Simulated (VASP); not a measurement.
A run of VASP 6.6.1 is set up as follows.

Contents of POSCAR:

```
CdSe
1.0
    4.3830142005      0.0000000000      0.0000000000
   -2.1915071002      3.7958016428      0.0000000000
    0.0000000000      0.0000000000      7.1552697112
Cd Se
2 2
Direct
    0.3333333333      0.6666666667      0.0046375663
    0.6666666667      0.3333333333      0.5046375663
    0.3333333333      0.6666666667      0.3803624337
    0.6666666667      0.3333333333      0.8803624337
```

File INCAR.step1:

```
PREC = Accurate
ENCUT = 500
EDIFF = 1E-8
ISMEAR = 0
SIGMA = 0.01
LREAL = F
LASPH = T
NELM = 80
ALGO = Normal
LWAVE = T
LCHARG = F
GGA = PE
```

Contents of INCAR.step2:

```
PREC = Accurate
ENCUT = 500
EDIFF = 1E-8
ISMEAR = 0
SIGMA = 0.01
LREAL = F
LASPH = T
NELM = 1
ALGO = Exact
LWAVE = T
LCHARG = F
GGA = PE
NBANDS = 465
LOPTICS = T
ISTART = 1
```

Contents of INCAR.step3:

```
PREC = Accurate
ENCUT = 500
EDIFF = 1E-8
ISMEAR = 0
SIGMA = 0.01
LREAL = F
LASPH = T
ALGO = EVGW0
LWAVE = F
LCHARG = F
GGA = PE
NELMGW = 1
NBANDS = 465
ENCUTGW = 140.0
NOMEGA = 48
PRECFOCK = Fast
ISTART = 1
NBANDSGW = 26
```

The input KPOINTS:

```
Automatic mesh
0
Gamma
  6 6 2
```

Potentials or basis: VASP PAW PBE potentials, release 64 (Cd_GW, Se_GW).

Launch:

```sh
$ cat potpaw_PBE.64/Cd_GW/POTCAR potpaw_PBE.64/Se_GW/POTCAR > POTCAR
$ cp INCAR.step1 INCAR
$ mpirun -np 1 vasp_std > vasp.out
$ cp INCAR.step2 INCAR
$ mpirun -np 1 vasp_std > vasp.out
$ cp INCAR.step3 INCAR
$ mpirun -np 1 vasp_std > vasp.out
```

(1) What does it give for the quasiparticle gap?

(2) What does it give for the least direct quasiparticle gap?

(3) Predict the band gap of the starting levels on the mesh.

(4) Predict the least direct gap of the starting levels on the mesh.

Answers

(1) 1.20 eV.

(2) 1.20 eV.

(3) 0.53 eV.

(4) 0.53 eV.

Caveat: the k points lie up to 0.44 Å⁻¹ apart; bands, screening cutoff and mesh are small and nothing is extrapolated, so the quasiparticle values aren't converged.
